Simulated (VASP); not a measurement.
# CoSi2 (I4mm) in VASP: further runs

CoSi2 is run at these levels: PBEsol; tasks: single point.

Everything below comes from runs of VASP 6.6.1. Logs are shortened: lines on timing, memory, paths and dates and some standing lists are left out, and cuts for length are marked.

**1. The cell of the first run**

It takes space group I4mm (No. 107, tetragonal). The conventional cell has a = 3.757 Å, b = 3.757 Å, c = 5.313 Å, α = 90.00°, β = 90.00°, γ = 90.00°. Within 3.0 Å of Co (site symmetry 4mm) lie 8 Si at 2.24 to 2.36 Å. Si (site symmetry 2mm) has 4 Co at 2.24 to 2.36 Å and 6 Si at 2.66 Å within 3.0 Å.

**2. Single point, PBEsol (all Si atoms moved -0.100 Å, as atom 2 along Cartesian [0 1 0])**

The input, INCAR:

```
SYSTEM = CoSi2
PREC = Accurate ; ENCUT = 520
EDIFF = 1E-6 ; ISMEAR = 0
SIGMA = 0.15 ; LREAL = .FALSE.
LASPH = .TRUE. ; NELM = 100
ALGO = Normal ; ISIF = 2
LWAVE = .FALSE. ; LCHARG = .FALSE.
GGA = PS ; NBANDS = 16
```

The input, KPOINTS:

```
Automatic mesh
0
G
  16 16 16
  0 0 0
```

The input, POSCAR:

```
CoSi2
1.0
    0.0000000000      2.6562539720      2.6562539720
    2.6562539720      0.0000000000      2.6562539720
    2.6562539720      2.6562539720      0.0000000000
Co Si
1 2
Direct
    0.0000000000      0.0000000000      0.0000000000
    0.2311764987      0.2688235013      0.2311764987
    0.7311764987      0.7688235013      0.7311764987
```

Potentials or basis: VASP PAW PBE potentials, release 64 (Co, Si).

Command:

```console
> cat potpaw_PBE.64/Co/POTCAR potpaw_PBE.64/Si/POTCAR > POTCAR
> mpirun -np 1 vasp_std > vasp.out
```

OUTCAR:

```text
SYSTEM = CoSi2
   PREC = Accurate
   ENCUT = 520
   EDIFF = 1E-6
   ISMEAR = 0
   LREAL = .FALSE.
   LASPH = .TRUE.
   NELM = 100
   ISIF = 2
   GGA = PS

 ion  position               nearest neighbor table
   1  0.000  0.000  0.000-   2 2.24   2 2.24   3 2.24   3 2.24   2 2.36   2 2.36   3 2.36   3 2.36

   2  0.231  0.269  0.231-   1 2.24   1 2.24   1 2.36   1 2.36   3 2.66   3 2.66   3 2.66   3 2.66
                             3 2.66   3 2.66
   3  0.731  0.769  0.731-   1 2.24   1 2.24   1 2.36   1 2.36   2 2.66   2 2.66   2 2.66   2 2.66
                             2 2.66   2 2.66

  LATTYP: Found a face centered cubic cell.
 ALAT       =     5.3125079440

  Lattice vectors:

 A1 = (   0.0000000000,   2.6562539720,   2.6562539720)
 A2 = (   2.6562539720,   0.0000000000,   2.6562539720)
 A3 = (   2.6562539720,   2.6562539720,   0.0000000000)

Analysis of symmetry for initial positions (statically):
=====================================================================
 Subroutine PRICEL returns:
 Original cell was already a primitive cell.

 Routine SETGRP: Setting up the symmetry group for a
 face centered cubic supercell.

 Subroutine GETGRP returns: Found  8 space group operations
 (whereof  8 operations were pure point group operations)
 out of a pool of 48 trial point group operations.

The static configuration has the point symmetry C_4v.

Analysis of symmetry for dynamics (positions and initial velocities):
=====================================================================
 Subroutine PRICEL returns:
 Original cell was already a primitive cell.

 Routine SETGRP: Setting up the symmetry group for a
 face centered cubic supercell.

 Subroutine GETGRP returns: Found  8 space group operations
 (whereof  8 operations were pure point group operations)
 out of a pool of 48 trial point group operations.

The dynamic configuration has the point symmetry C_4v.

 Subroutine INISYM returns: Found  8 space group operations
 (whereof  8 operations are pure point group operations),
 and found     1 'primitive' translations

----------------------------------------------------------------------------------------

                                     Primitive cell

  volume of cell :      37.4834

  direct lattice vectors                    reciprocal lattice vectors
     0.000000000  2.656253972  2.656253972    -0.188235013  0.188235013  0.188235013
[... 89 lines left out ...]
   LREAL  =      F    real-space projection
   EDIFFG = 0.1E-04   stopping-criterion for IOM
   NSW    =      0    number of steps for IOM
   IBRION =     -1    ionic relax: 0-MD 1-quasi-New 2-CG
   NFREE  =      0    steps in history (QN), initial steepest desc. (CG)
   ISIF   =      2    stress and relaxation
   ISYM   =      2    0-nonsym 1-usesym 2-fastsym
   POTIM  = 0.5000    time-step for ionic-motion
   TEBEG  =    0.0;   TEEND  =   0.0 temperature during run
   PSTRESS=    0.0 pullay stress
   NELECT =      17.0000    total number of electrons
   NUPDOWN=      -1.0000    fix difference up-down
   EMIN   =  10.00;   EMAX   =-10.00  energy-range for DOS
   EFERMI =   0.00;   METHOD = LEGACY
   ISMEAR =     0;   SIGMA  =   0.15  broadening in eV -4-tet -1-fermi 0-gaus
   EFERMI_NEDOS =   21; number of points for ismear=-14 and -15
   IALGO  =     38    algorithm
   IMIX   =      4    mixing-type and parameters
     AMIX     =   0.40;   BMIX     =  1.00
     AMIX_MAG =   1.60;   BMIX_MAG =  1.00
  volume/ion in A,a.u.               =      12.49        84.32
  Fermi-wavevector in a.u.,A,eV,Ry     =   1.257800  2.376897 21.525240  1.582060
  Thomas-Fermi vector in A             =   2.391441
   LORBIT       =      0    0 simple, 1 ext, 2 COOP (PROOUT), +10 PAW based schemes
   GGA     = PS    functional components
   LHFCALC =     F    Hartree Fock is set to
   AEXX    =    0.0000 exact exchange contribution
   IVDW    =     0    specifies the selected vdW correction
   LEPSILON=     F    determine dielectric tensor
   LRPA    =     F    only Hartree local field effects (RPA)
 non-spin polarized calculation
 Gauss-broadening in eV      SIGMA  =   0.15
  energy-cutoff  :      520.00
  volume of cell :       37.48
 maximum number of plane-waves:      1036
   NGX = 13   NGY = 13   NGZ = 13

 number of electron      17.0000005 magnetization

 Free energy of the ion-electron system (eV)
  ---------------------------------------------------
  ext. energy  EPLUGINS =         0.00000000
  ---------------------------------------------------
  free energy    TOTEN  =       -20.92421514 eV

  energy without entropy =      -20.91300143  energy(sigma->0) =      -20.91860829

 E-fermi :  10.3224     XC(G=0): -11.9662

 val. band max:       10.3207197868   @ k =   0.2500   0.0625   0.3750
 cond. band min:      10.3374171708   @ k =  -0.3750   0.1250   0.0000
 fundamental gap:      0.0166973840
 Fermi energy:        10.3223789536

 k-point     1 :       0.0000    0.0000    0.0000
  band No.  band energies     occupation
      1      -2.9791      2.00000
      2       6.1174      2.00000
      3       6.1419      2.00000
      4       6.1419      2.00000
      5       8.3206      2.00000
      6       8.3324      2.00000
[... 433 lines left out ...]
      3       6.5341      2.00000
      4       6.6234      2.00000
      5       7.9446      2.00000
      6       8.4769      2.00000
[... 8 lines left out ...]
     15      20.8495      0.00000
     16      21.4396      0.00000

 [... further k-points ...]

------------------------ aborting loop because EDIFF is reached ----------------------------------------

  FORCE on cell =-STRESS in cart. coord.  units (eV):
  Direction    XX          YY          ZZ          XY          YZ          ZX
  --------------------------------------------------------------------------------------
  -------------------------------------------------------------------------------------
  Total        0.2480492      0.1302104      0.2480492      0.0000000      0.0000000      0.0000000
  in kB       10.6025332      5.5656715     10.6025332      0.0000000      0.0000000      0.0000000
  external PRESSURE =       8.9235793 kB  Pullay stress =       0.0000000 kB

 VOLUME and BASIS-vectors are now :
 -----------------------------------------------------------------------------
  energy-cutoff  :      520.00
  volume of cell :       37.48
      direct lattice vectors                 reciprocal lattice vectors
     0.000000000  2.656253972  2.656253972    -0.188235013  0.188235013  0.188235013
     2.656253972  0.000000000  2.656253972     0.188235013 -0.188235013  0.188235013
     2.656253972  2.656253972  0.000000000     0.188235013  0.188235013 -0.188235013

 POSITION                                       TOTAL-FORCE (eV/Angst)
 -----------------------------------------------------------------------------------
      0.00000      0.00000      0.00000         0.000000     -1.261213      0.000000
      1.32813      1.22813      1.32813         0.000000      0.630606      0.000000
      3.98438      3.88438      3.98438         0.000000      0.630606      0.000000
 -----------------------------------------------------------------------------------
    total drift:                               -0.000000     -0.000111     -0.000000

  FREE ENERGIE OF THE ION-ELECTRON SYSTEM (eV)
  ---------------------------------------------------
  free  energy   TOTEN  =       -20.9242151441 eV

  energy  without entropy=      -20.9130014284  energy(sigma->0) =      -20.91860829
```

OSZICAR:

```text
N       E                     dE             d eps       ncg     rms          rms(c)
DAV:   1     0.589837078921E+02    0.58984E+02   -0.68213E+03 11256   0.102E+03
DAV:   2    -0.193557458394E+02   -0.78339E+02   -0.69761E+02 12472   0.203E+02
DAV:   3    -0.224927154321E+02   -0.31370E+01   -0.30807E+01 14584   0.450E+01
DAV:   4    -0.225471257343E+02   -0.54410E-01   -0.54385E-01 13464   0.565E+00
DAV:   5    -0.225487885142E+02   -0.16628E-02   -0.16627E-02 14704   0.102E+00    0.154E+01
DAV:   6    -0.260958045489E+02   -0.35470E+01   -0.25906E+01 11848   0.106E+02    0.175E+01
DAV:   7    -0.209761414636E+02    0.51197E+01   -0.11547E+01 14104   0.830E+01    0.344E+00
DAV:   8    -0.209610712673E+02    0.15070E-01   -0.76789E-01 13488   0.560E+00    0.191E+00
DAV:   9    -0.209247137821E+02    0.36357E-01   -0.88593E-02 13464   0.555E+00    0.494E-01
DAV:  10    -0.209243766564E+02    0.33713E-03   -0.66154E-03 15952   0.126E+00    0.131E-01
DAV:  11    -0.209242043068E+02    0.17235E-03   -0.76789E-04 15304   0.502E-01    0.406E-02
DAV:  12    -0.209242170672E+02   -0.12760E-04   -0.47840E-05 12928   0.486E-02    0.142E-02
DAV:  13    -0.209242150239E+02    0.20433E-05   -0.45091E-06 15208   0.369E-02    0.601E-03
DAV:  14    -0.209242151441E+02   -0.12021E-06   -0.64398E-07  7080   0.921E-03
   1 F= -.20924215E+02 E0= -.20918608E+02  d E =-.112137E-01
```

It took 4.5 min on 1 thread of Intel Xeon 8259CL, shared host; peak memory 0.32 GiB.

Results:

```yaml
Free_energy: -20.9242 eV
Pressure: 0.9 GPa
Largest_force: 1.261 eV/Å
Band_gap_on_the_k_mesh: zero (an odd number of electrons rules out a gap without spin polarisation)
```

Forces on the atoms (eV/Å):
```
Co   0.000 -1.261  0.000
Si   0.000  0.631  0.000
Si   0.000  0.631  0.000
```

Levels at points of the mesh, in eV from the Fermi level:
| k point | band 7 | band 8 | band 9 | band 10 | band 11 | band 12 |
| --- | --- | --- | --- | --- | --- | --- |
| (0.00, 0.00, 0.00) | 1.01 | 3.23 | 3.23 | 3.47 | 3.58 | 3.73 |
| (0.50, 0.00, 0.00) | -1.71 | -0.44 | -0.42 | 2.63 | 3.50 | 3.61 |
| (0.50, 0.50, 0.00) | -2.03 | -1.98 | -1.39 | 1.68 | 2.89 | 8.61 |
| (0.50, 0.00, 0.50) | -2.01 | -1.97 | -1.40 | 1.67 | 2.88 | 8.65 |

Caveat: the cell differs from its parent crystal (all Si atoms moved -0.100 Å, as atom 2 along Cartesian [0 1 0]); the PAW data sets were made with another functional, which shifts forces and pressure a little; the run has no spin polarisation, though such a crystal can be magnetic.

**3. Single point, PBEsol (all Si atoms moved +0.050 Å, as atom 2 along Cartesian [0 1 0])**

The input, INCAR:

```
SYSTEM = CoSi2
ALGO = Normal
EDIFF = 1E-6
ENCUT = 520
GGA = PS
ISIF = 2
ISMEAR = 0
LASPH = .True.
LCHARG = .False.
LREAL = .False.
LWAVE = .False.
NBANDS = 16
NELM = 100
PREC = Accurate
SIGMA = 0.15
```

The input, KPOINTS:

```
k-points
0
Gamma
  16 16 16
  0 0 0
```

The input, POSCAR:

```
CoSi2
1.0
    0.0000000000      2.6562539720      2.6562539720
    2.6562539720      0.0000000000      2.6562539720
    2.6562539720      2.6562539720      0.0000000000
Co Si
1 2
Direct
    0.0000000000      0.0000000000      0.0000000000
    0.2594117506      0.2405882494      0.2594117506
    0.7594117506      0.7405882494      0.7594117506
```

Potentials or basis: VASP PAW PBE potentials, release 64 (Co, Si).

Command:

```console
> cat potpaw_PBE.64/Co/POTCAR potpaw_PBE.64/Si/POTCAR > POTCAR
> mpirun -np 1 vasp_std > vasp.out
```

It took 4.2 min on 1 thread of Intel Xeon 8259CL, shared host; peak memory 0.32 GiB.

It converged, with:

| Quantity | Value |
| --- | --- |
| Free energy | -20.9715 eV |
| Pressure | 0.2 GPa |
| Largest force | 0.630 eV/Å |
| Band gap on the k mesh | zero (an odd number of electrons rules out a gap without spin polarisation) |

Forces on the atoms (eV/Å):
```
Co   0.000  0.630  0.000
Si   0.000 -0.315  0.000
Si   0.000 -0.315  0.000
```

Stress tensor (GPa, compression positive):
```
0.28 0.00 0.00
0.00 0.16 0.00
0.00 0.00 0.28
```

Levels at points of the mesh, in eV from the Fermi level:
```
           k point  band 7  band 8  band 9  band 10  band 11  band 12
(0.00, 0.00, 0.00)    1.04    3.36    3.36     3.45     3.55     3.62
(0.50, 0.00, 0.00)   -1.69   -0.46   -0.45     2.71     3.51     3.54
(0.50, 0.50, 0.00)   -2.03   -1.98   -1.38     1.69     2.90     8.62
(0.50, 0.00, 0.50)   -2.02   -1.98   -1.38     1.69     2.90     8.63
```

Caveat: the cell differs from its parent crystal (all Si atoms moved +0.050 Å, as atom 2 along Cartesian [0 1 0]); the PAW data sets were made with another functional, which shifts forces and pressure a little; the run has no spin polarisation, though such a crystal can be magnetic.

**4. Single point, PBEsol (all Si atoms moved +0.075 Å, as atom 2 along Cartesian [0 1 0])**

The input, INCAR:

```
PREC     = Accurate       # precision mode
ENCUT    = 520            # plane-wave cutoff, eV
EDIFF    = 1E-6           # SCF threshold, eV
ISMEAR   = 0              # smearing method
SIGMA    = 0.15           # smearing width, eV
LREAL    = F              # projectors in reciprocal space
LASPH    = T              # aspherical terms in the spheres
NELM     = 100            # most SCF steps
ALGO     = Normal         # electronic algorithm
ISIF     = 2              # what is computed and relaxed
LWAVE    = F              # write WAVECAR
LCHARG   = F              # write CHGCAR
GGA      = PS             # functional
NBANDS   = 16             # bands
```

The input, KPOINTS:

```
regular mesh
0
Gamma
  16 16 16
```

The input, POSCAR:

```
CoSi2
1.0
    0.0000000000      2.6562539720      2.6562539720
    2.6562539720      0.0000000000      2.6562539720
    2.6562539720      2.6562539720      0.0000000000
Co Si
1 2
Direct
    0.0000000000      0.0000000000      0.0000000000
    0.2641176259      0.2358823741      0.2641176259
    0.7641176259      0.7358823741      0.7641176259
```

Potentials or basis: VASP PAW PBE potentials, release 64 (Co, Si).

Command:

```console
> cat potpaw_PBE.64/Co/POTCAR potpaw_PBE.64/Si/POTCAR > POTCAR
> mpirun -np 1 vasp_std > vasp.out
```

OUTCAR:

```text
PREC = Accurate
   ENCUT = 520
   EDIFF = 1E-6
   ISMEAR = 0
   LREAL = F
   LASPH = T
   NELM = 100
   ISIF = 2
   GGA = PS

 ion  position               nearest neighbor table
   1  0.000  0.000  0.000-   3 2.26   3 2.26   2 2.26   2 2.26   2 2.34   3 2.34   2 2.34   3 2.34

   2  0.264  0.236  0.264-   1 2.26   1 2.26   1 2.34   1 2.34   3 2.66   3 2.66   3 2.66   3 2.66
                             3 2.66   3 2.66
   3  0.764  0.736  0.764-   1 2.26   1 2.26   1 2.34   1 2.34   2 2.66   2 2.66   2 2.66   2 2.66
                             2 2.66   2 2.66

  LATTYP: Found a face centered cubic cell.
 ALAT       =     5.3125079440

  Lattice vectors:

 A1 = (   0.0000000000,   2.6562539720,   2.6562539720)
 A2 = (   2.6562539720,   0.0000000000,   2.6562539720)
 A3 = (   2.6562539720,   2.6562539720,   0.0000000000)

Analysis of symmetry for initial positions (statically):
=====================================================================
 Subroutine PRICEL returns:
 Original cell was already a primitive cell.

 Routine SETGRP: Setting up the symmetry group for a
 face centered cubic supercell.
[... 170 lines left out ...]

 val. band max:       10.3161860437   @ k =   0.2500   0.0625   0.3750
 cond. band min:      10.3292228322   @ k =  -0.3750   0.1250   0.0000
 fundamental gap:      0.0130367885
 Fermi energy:        10.3201431160

 k-point     1 :       0.0000    0.0000    0.0000
  band No.  band energies     occupation
      1      -2.9798      2.00000
      2       6.1262      2.00000
      3       6.1399      2.00000
      4       6.1399      2.00000
      5       8.3303      2.00000
      6       8.3368      2.00000
[... 433 lines left out ...]
      3       6.5366      2.00000
      4       6.6256      2.00000
      5       7.9501      2.00000
      6       8.5002      2.00000
[... 8 lines left out ...]
     15      20.8458      0.00000
     16      21.4365      0.00000

 [... further k-points ...]

------------------------ aborting loop because EDIFF is reached ----------------------------------------

  FORCE on cell =-STRESS in cart. coord.  units (eV):
  Direction    XX          YY          ZZ          XY          YZ          ZX
  --------------------------------------------------------------------------------------
  -------------------------------------------------------------------------------------
  Total        0.1410900      0.0750633      0.1410900      0.0000000      0.0000000      0.0000000
  in kB        6.0307031      3.2084817      6.0307031      0.0000000      0.0000000      0.0000000
  external PRESSURE =       5.0899626 kB  Pullay stress =       0.0000000 kB

 VOLUME and BASIS-vectors are now :
 -----------------------------------------------------------------------------
  energy-cutoff  :      520.00
  volume of cell :       37.48
      direct lattice vectors                 reciprocal lattice vectors
     0.000000000  2.656253972  2.656253972    -0.188235013  0.188235013  0.188235013
     2.656253972  0.000000000  2.656253972     0.188235013 -0.188235013  0.188235013
     2.656253972  2.656253972  0.000000000     0.188235013  0.188235013 -0.188235013

 POSITION                                       TOTAL-FORCE (eV/Angst)
 -----------------------------------------------------------------------------------
      0.00000      0.00000      0.00000         0.000000      0.945807      0.000000
      1.32813      1.40313      1.32813        -0.000000     -0.472904     -0.000000
      3.98438      4.05938      3.98438         0.000000     -0.472904      0.000000
 -----------------------------------------------------------------------------------
    total drift:                               -0.000000      0.000078     -0.000000

  FREE ENERGIE OF THE ION-ELECTRON SYSTEM (eV)
  ---------------------------------------------------
  free  energy   TOTEN  =       -20.9517970070 eV

  energy  without entropy=      -20.9405761788  energy(sigma->0) =      -20.94618659
```

stdout:

```text
POSCAR found type information on POSCAR CoSi
 POSCAR found :  2 types and       3 ions
 scaLAPACK will be used
 -----------------------------------------------------------------------------
|                                                                             |
|                                                                             |
|     You enforced a specific xc type in the INCAR file but a different       |
|     I HOPE YOU KNOW WHAT YOU ARE DOING!                                     |
|                                                                             |
 -----------------------------------------------------------------------------

 LDA part: xc-table for (Slater+PW92), standard interpolation
 POSCAR, INCAR and KPOINTS ok, starting setup
 FFT: planning ... GRIDC
 FFT: planning ... GRID_SOFT
 FFT: planning ... GRID
 WAVECAR not read
 entering main loop
```

Run time: 4.2 min. Hardware: 1 thread of Intel Xeon 8259CL, shared host; peak memory 0.32 GiB.

Results:

```
Free energy            : -20.9518 eV
Pressure               : 0.5 GPa
Largest force          : 0.946 eV/Å
Band gap on the k mesh : zero (an odd number of electrons rules out a gap without spin polarisation)
```

Forces in eV/Å, atoms in the order of the input:
```
Co   0.000  0.946  0.000
Si   0.000 -0.473  0.000
Si   0.000 -0.473  0.000
```

Levels at points of the mesh, in eV from the Fermi level:
```tsv
k point	band 6	band 7	band 8	band 9	band 10	band 11	band 12	band 13
(0.00, 0.00, 0.00)	-1.98	1.02	3.29	3.29	3.46	3.56	3.67	3.67
(0.50, 0.00, 0.00)	-1.72	-1.70	-0.45	-0.44	2.68	3.51	3.57	4.57
(0.50, 0.50, 0.00)	-2.05	-2.03	-1.98	-1.38	1.68	2.89	8.62	9.84
(0.50, 0.00, 0.50)	-2.02	-2.02	-1.98	-1.39	1.68	2.89	8.64	9.84
```

Caveat: the cell differs from its parent crystal (all Si atoms moved +0.075 Å, as atom 2 along Cartesian [0 1 0]); the PAW data sets were made with another functional, which shifts forces and pressure a little; the run has no spin polarisation, though such a crystal can be magnetic. Spin polarisation is off, so any magnetic state and its effect on volume and gap are missing.

(Continued in part 2 of 2.)
